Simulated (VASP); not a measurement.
# Zr (P6_3/mmc) in VASP: a series of runs

The runs below take Zr through single point, with PBEsol, PBE.

All numbers are computed with VASP 6.6.1; they aren't measurements. Logs are shortened: lines on timing, memory, paths and dates and some standing lists are left out, and cuts for length are marked.

## Step 1: The cell of the first run

The structure is hexagonal, space group P6_3/mmc (No. 194). Conventional cell: a = 3.166 Å, b = 3.166 Å, c = 5.042 Å, α = 90.00°, β = 90.00°, γ = 120.00°. Zr (site symmetry -6m2) has 12 Zr at 3.11 to 3.17 Å within 4.1 Å.

## Step 2: Single point, PBEsol, non-collinear spin, zero start, spin-orbit coupling

Contents of INCAR:

```
SYSTEM = Zr
ALGO = Normal ; EDIFF = 1E-6
ENCUT = 500 ; GGA = PS
GGA_COMPAT = .False. ; ISIF = 2
ISMEAR = -1 ; LASPH = .True.
LCHARG = .False. ; LMAXMIX = 4
LNONCOLLINEAR = .True. ; LORBIT = 11
LORBMOM = .True. ; LREAL = .False.
LSORBIT = .True. ; LWAVE = .False.
MAGMOM = 0 0 0 0 0 0 ; NBANDS = 36
NELM = 200 ; PREC = Accurate
SIGMA = 0.05
```

Contents of KPOINTS:

```
k-points
0
Gamma
  9 9 5
  0 0 0
```

Contents of POSCAR:

```
Zr
1.0
    3.1660223034      0.0000000000      0.0000000000
   -1.5830111517      2.7418557436      0.0000000000
    0.0000000000      0.0000000000      5.0419297016
Zr
2
Direct
    0.6666666667      0.3333333333      0.7500000000
    0.3333333333      0.6666666667      0.2500000000
```

Potentials or basis: VASP PAW PBE potentials, release 64 (Zr_sv).

Launch:

```console
cat potpaw_PBE.64/Zr_sv/POTCAR > POTCAR
mpirun -np 1 vasp_ncl > vasp.out
```

OUTCAR:

```text
SYSTEM = Zr
   EDIFF = 1E-6
   ENCUT = 500
   GGA = PS
   ISIF = 2
   ISMEAR = -1
   LASPH = .True.
   LNONCOLLINEAR = .True.
   LORBIT = 11
   LREAL = .False.
   LSORBIT = .True.
   NELM = 200
   PREC = Accurate

 ion  position               nearest neighbor table
   1  0.667  0.333  0.750-   2 3.11   2 3.11   2 3.11   2 3.11   2 3.11   2 3.11
   2  0.333  0.667  0.250-   1 3.11   1 3.11   1 3.11   1 3.11   1 3.11   1 3.11

  LATTYP: Found a hexagonal cell.
 ALAT       =     3.1660223034
 C/A-ratio  =     1.5925123762

  Lattice vectors:

 A1 = (   3.1660223034,   0.0000000000,   0.0000000000)
 A2 = (  -1.5830111517,   2.7418557436,   0.0000000000)
 A3 = (   0.0000000000,   0.0000000000,   5.0419297016)

Analysis of symmetry for initial positions (statically):
=====================================================================
 Subroutine PRICEL returns:
 Original cell was already a primitive cell.

 Routine SETGRP: Setting up the symmetry group for a
 hexagonal supercell.

 Subroutine GETGRP returns: Found 24 space group operations
 (whereof 12 operations were pure point group operations)
 out of a pool of 24 trial point group operations.

The static configuration has the point symmetry D_3d.
 The point group associated with its full space group is D_6h.

Analysis of symmetry for dynamics (positions and initial velocities):
=====================================================================
 Subroutine PRICEL returns:
 Original cell was already a primitive cell.

 Routine SETGRP: Setting up the symmetry group for a
 hexagonal supercell.

 Subroutine GETGRP returns: Found 24 space group operations
 (whereof 12 operations were pure point group operations)
 out of a pool of 24 trial point group operations.

The dynamic configuration has the point symmetry D_3d.
 The point group associated with its full space group is D_6h.

Analysis of structural, dynamic, and magnetic symmetry:
=====================================================================
 Subroutine PRICEL returns:
 Original cell was already a primitive cell.

 Routine SETGRP: Setting up the symmetry group for a
 hexagonal supercell.

 Subroutine GETGRP returns: Found 24 space group operations
 (whereof 12 operations were pure point group operations)
 out of a pool of 24 trial point group operations.

The overall configuration has the point symmetry D_3d.
 The point group associated with its full space group is D_6h.

 Subroutine INISYM returns: Found 24 space group operations
 (whereof 12 operations are pure point group operations),
 and found     1 'primitive' translations

----------------------------------------------------------------------------------------

                                     Primitive cell

  volume of cell :      43.7679

  direct lattice vectors                    reciprocal lattice vectors
     3.166022303  0.000000000  0.000000000     0.315853745  0.182358244  0.000000000
    -1.583011152  2.741855744  0.000000000     0.000000000  0.364716489  0.000000000
     0.000000000  0.000000000  5.041929702     0.000000000  0.000000000  0.198336760

  length of vectors
     3.166022303  3.166022303  5.041929702     0.364716489  0.364716489  0.198336760

  position of ions in fractional coordinates (direct lattice)
     0.666666667  0.333333333  0.750000000
     0.333333333  0.666666667  0.250000000

  ion indices of the primitive-cell ions
   primitive index   ion index
                 1           1
                 2           2

----------------------------------------------------------------------------------------

 KPOINTS: k-points

Automatic generation of k-mesh.
 Grid dimensions read from file:
 generate k-points for:    9    9    5

 Generating k-lattice:

  Cartesian coordinates                     Fractional coordinates (reciprocal lattice)
     0.035094861  0.020262027  0.000000000     0.111111111  0.000000000  0.000000000
     0.000000000  0.040524054  0.000000000     0.000000000  0.111111111  0.000000000
     0.000000000  0.000000000  0.039667352     0.000000000  0.000000000  0.200000000

[... 94 lines left out ...]

 number of electron      24.0000000 magnetization      -0.0000000     -0.0000000     -0.0000000

 number of electron      24.0000000 magnetization      -0.0000000      0.0000000     -0.0000000

 Free energy of the ion-electron system (eV)
  ---------------------------------------------------
  ext. energy  EPLUGINS =         0.00000000
  ---------------------------------------------------
  free energy    TOTEN  =       -18.30775466 eV

  energy without entropy =      -18.29059740  energy(sigma->0) =      -18.29917603

 E-fermi :   9.5782     XC(G=0): -11.4889

 val. band max:        9.5479537536   @ k =   0.1111   0.0000   0.4000
 cond. band min:       9.5795413952   @ k =   0.2222   0.2222   0.4000
 fundamental gap:      0.0315876416
 Fermi energy:         9.5781842532

 k-point     1 :       0.0000    0.0000    0.0000
  band No.  band energies     occupation
      1     -39.0573      1.00000
      2     -39.0573      1.00000
      3     -38.8557      1.00000
      4     -38.8557      1.00000
      5     -18.3218      1.00000
      6     -18.3218      1.00000
[... 925 lines left out ...]
     35      14.3075      0.00000
     36      14.3075      0.00000

 [... further k-points ...]
[... 5 lines left out ...]
  --------------------------------------------------------------------------------------
  -------------------------------------------------------------------------------------
  Total        0.6512018      0.6512018      1.0485486      0.0000000     -0.0000000      0.0000000
  in kB       23.8380552     23.8380552     38.3834298      0.0000000     -0.0000000      0.0000000
  external PRESSURE =      28.6865134 kB  Pullay stress =       0.0000000 kB

 VOLUME and BASIS-vectors are now :
 -----------------------------------------------------------------------------
  energy-cutoff  :      500.00
  volume of cell :       43.77
      direct lattice vectors                 reciprocal lattice vectors
     3.166022303  0.000000000  0.000000000     0.315853745  0.182358244  0.000000000
    -1.583011152  2.741855744  0.000000000     0.000000000  0.364716489  0.000000000
     0.000000000  0.000000000  5.041929702     0.000000000  0.000000000  0.198336760

 POSITION                                       TOTAL-FORCE (eV/Angst)
 -----------------------------------------------------------------------------------
      1.58301      0.91395      3.78145         0.000000     -0.000000     -0.000000
     -0.00000      1.82790      1.26048        -0.000000      0.000000      0.000000
 -----------------------------------------------------------------------------------
    total drift:                               -0.000000      0.000000     -0.000000

  FREE ENERGIE OF THE ION-ELECTRON SYSTEM (eV)
  ---------------------------------------------------
  free  energy   TOTEN  =       -18.3077546550 eV

  energy  without entropy=      -18.2905973966  energy(sigma->0) =      -18.29917603

 orbital moment (x)

 # of ion     p       d       tot
 ----------------------------------------
  1         0.000   0.000   0.000
  2         0.000  -0.000  -0.000
 ----------------------------------------
            0.000   0.000   0.000

 orbital moment (y)

 # of ion     p       d       tot
 ----------------------------------------
  1        -0.000   0.000   0.000
  2        -0.000  -0.000  -0.000
 ----------------------------------------
           -0.000   0.000   0.000

 orbital moment (z)

 # of ion     p       d       tot
 ----------------------------------------
  1         0.000   0.000   0.000
  2         0.000   0.000   0.000
 ----------------------------------------
            0.000   0.000   0.000

 Spin-Orbit-Coupling matrix elements

 Ion:    1  E_soc:     -0.1443622
 l=   1
     0.0000000    -0.0233633    -0.0234390
    -0.0233633     0.0000000    -0.0233633
    -0.0234390    -0.0233633     0.0000000
 l=   2
     0.0000000    -0.0001199     0.0000000    -0.0001199    -0.0005471
    -0.0001199     0.0000000    -0.0004357    -0.0001171    -0.0001199
     0.0000000    -0.0004357     0.0000000    -0.0004357     0.0000000
    -0.0001199    -0.0001171    -0.0004357     0.0000000    -0.0001199
    -0.0005471    -0.0001199     0.0000000    -0.0001199     0.0000000
 l=   3
     0.0000000     0.0000000     0.0000000     0.0000000     0.0000000     0.0000000     0.0000000
     0.0000000     0.0000000     0.0000000     0.0000000     0.0000000     0.0000000     0.0000000
     0.0000000     0.0000000     0.0000000     0.0000000     0.0000000     0.0000000     0.0000000
     0.0000000     0.0000000     0.0000000     0.0000000     0.0000000     0.0000000     0.0000000
     0.0000000     0.0000000     0.0000000     0.0000000     0.0000000     0.0000000     0.0000000
     0.0000000     0.0000000     0.0000000     0.0000000     0.0000000     0.0000000     0.0000000
     0.0000000     0.0000000     0.0000000     0.0000000     0.0000000     0.0000000     0.0000000

 Ion:    2  E_soc:     -0.1443622
 l=   1
     0.0000000    -0.0233633    -0.0234390
    -0.0233633     0.0000000    -0.0233633
    -0.0234390    -0.0233633     0.0000000
 l=   2
     0.0000000    -0.0001199     0.0000000    -0.0001199    -0.0005471
    -0.0001199     0.0000000    -0.0004357    -0.0001171    -0.0001199
     0.0000000    -0.0004357     0.0000000    -0.0004357     0.0000000
    -0.0001199    -0.0001171    -0.0004357     0.0000000    -0.0001199
    -0.0005471    -0.0001199     0.0000000    -0.0001199     0.0000000
 l=   3
     0.0000000     0.0000000     0.0000000     0.0000000     0.0000000     0.0000000     0.0000000
     0.0000000     0.0000000     0.0000000     0.0000000     0.0000000     0.0000000     0.0000000
     0.0000000     0.0000000     0.0000000     0.0000000     0.0000000     0.0000000     0.0000000
     0.0000000     0.0000000     0.0000000     0.0000000     0.0000000     0.0000000     0.0000000
     0.0000000     0.0000000     0.0000000     0.0000000     0.0000000     0.0000000     0.0000000
     0.0000000     0.0000000     0.0000000     0.0000000     0.0000000     0.0000000     0.0000000
     0.0000000     0.0000000     0.0000000     0.0000000     0.0000000     0.0000000     0.0000000

 total charge

# of ion       s       p       d       tot
------------------------------------------
    1        2.246   5.959   1.696   9.901
    2        2.246   5.959   1.696   9.901
--------------------------------------------------
tot          4.493  11.918   3.391  19.802

 magnetization (x)

# of ion       s       p       d       tot
------------------------------------------
    1        0.000  -0.000  -0.000  -0.000
    2       -0.000  -0.000  -0.000  -0.000
--------------------------------------------------
tot          0.000  -0.000  -0.000  -0.000

 magnetization (y)

# of ion       s       p       d       tot
------------------------------------------
    1       -0.000   0.000   0.000   0.000
    2       -0.000   0.000  -0.000  -0.000
--------------------------------------------------
tot         -0.000   0.000  -0.000  -0.000

 magnetization (z)

# of ion       s       p       d       tot
------------------------------------------
    1        0.000   0.000   0.000   0.000
    2        0.000   0.000   0.000   0.000
--------------------------------------------------
tot          0.000   0.000   0.000   0.000
```

It took 90 s on 1 thread of AMD EPYC 7R43 (Zen 3), shared host; peak memory 0.25 GiB.

What came out:

```
Free energy                                           : -18.3078 eV
Pressure                                              : 2.9 GPa
Net moment                                            : 0.00 μB per cell
Valence electrons inside the program's atomic spheres : Zr 9.90
```

Moments on the atoms (μB; x, y, z):
```
Zr  0.00 0.00 0.00
Zr  0.00 0.00 0.00
```

Caveat: the PAW data sets were made with another functional, which shifts forces and pressure a little.

## Step 3: Single point, PBE

This run uses another cell than the first one, of 23.28 Å³/atom, 1.064 times its volume.

Contents of INCAR:

```
ALGO     = Normal         # electronic algorithm
EDIFF    = 1E-6           # SCF threshold, eV
ENCUT    = 520            # plane-wave cutoff, eV
GGA      = PE             # functional
ISIF     = 2              # what is computed and relaxed
ISMEAR   = 0              # smearing method
LASPH    = True           # aspherical terms in the spheres
LCHARG   = True           # write CHGCAR
LELF     = True           # ELF
LREAL    = False          # projectors in reciprocal space
LVHAR    = True         
LWAVE    = False          # write WAVECAR
NBANDS   = 19             # bands
NELM     = 100            # most SCF steps
PREC     = Accurate       # precision mode
SIGMA    = 0.013000000000000001 # smearing width, eV
```

Contents of KPOINTS:

```
k-points
0
Gamma
  9 9 5
```

Contents of POSCAR:

```
Zr
1.0
    3.2320000000      0.0000000000      0.0000000000
   -1.6160000000      2.7989941050      0.0000000000
    0.0000000000      0.0000000000      5.1470000000
Zr
2
Direct
    0.6666666667      0.3333333333      0.7500000000
    0.3333333333      0.6666666667      0.2500000000
```

Potentials or basis: VASP PAW PBE potentials, release 64 (Zr_sv).

Launch:

```console
cat potpaw_PBE.64/Zr_sv/POTCAR > POTCAR
mpirun -np 1 vasp_std > vasp.out
```

Run time: 8.7 s. Hardware: 1 thread of Intel Xeon 6975P-C (Granite Rapids), shared host; peak memory 0.16 GiB.

The run converged. Its results:

```
Free energy            : -17.0441 eV
Pressure               : 0.6 GPa
Band gap on the k mesh : zero (band 12 reaches 9.85 eV, above the bottom of band 13 at 8.74 eV)
```

Stress tensor (GPa, compression positive):
```
0.24 0.00 0.00
0.00 0.24 0.00
0.00 0.00 1.36
```

Levels at points of the mesh, in eV from the Fermi level:
```csv
k point,band 10,band 11,band 12,band 13,band 14,band 15
"(0.00, 0.00, 0.00)",-3.07,0.82,0.82,0.97,1.13,1.51
```

## Step 4: Single point, PBE

This run uses another cell than the first one, of 23.28 Å³/atom, 1.064 times its volume.

Contents of INCAR:

```
ALGO = Fast ; EDIFF = 1E-6
ENCUT = 520 ; GGA = PE
ISIF = 2 ; ISMEAR = 0
LASPH = True ; LCHARG = True
LELF = True ; LREAL = False
LVHAR = True ; LWAVE = False
NBANDS = 19 ; NELM = 100
PREC = Accurate ; SIGMA = 0.016
```

KPOINTS is that of step 3.

POSCAR is that of step 3.

Launch:

```console
cat potpaw_PBE.64/Zr_sv/POTCAR > POTCAR
mpirun -np 1 vasp_std > vasp.out
```

Wall time 16 s (1 thread of Intel Xeon 6975P-C (Granite Rapids), shared host); peak memory 0.16 GiB.

It converged, with:

```
Free energy            : -17.0442 eV
Pressure               : 0.6 GPa
Band gap on the k mesh : zero (band 12 reaches 9.85 eV, above the bottom of band 13 at 8.74 eV)
```

Stress tensor (GPa, compression positive):
```
0.22 0.00 0.00
0.00 0.22 0.00
0.00 0.00 1.33
```

Levels at points of the mesh, in eV from the Fermi level:
```tsv
k point	band 8	band 9	band 10	band 11	band 12	band 13	band 14	band 15	band 16	band 17
(0.00, 0.00, 0.00)	-26.40	-5.70	-3.07	0.82	0.82	0.97	1.13	1.51	1.51	2.09
```

## Step 5: Summary

```tsv
level	spin	cell	cutoff (eV)	smearing	gap on the mesh (eV)	pressure (GPa)
PBEsol	non-collinear, zero start, SOC	a = 3.166, b = 3.166, c = 5.042 Å, angles 90.0, 90.0, 120.0°, 2 atoms	500	fermi-dirac 0.05 eV	-	2.9
PBE	off	a = 3.232, b = 3.232, c = 5.147 Å, angles 90.0, 90.0, 120.0°, 2 atoms	520	gaussian 0.013 eV	none	0.6
PBE	off	a = 3.232, b = 3.232, c = 5.147 Å, angles 90.0, 90.0, 120.0°, 2 atoms	520	gaussian 0.016 eV	none	0.6
```

Alike in all rows: task single point; potentials or basis VASP PAW PBE potentials, release 64 (Zr_sv); k mesh 9 × 9 × 5.

Caveats: the PAW data sets were made with another functional, which shifts forces and pressure a little (some runs).

Total energies depend on the potentials used, so only differences within one code and one set of settings carry meaning.
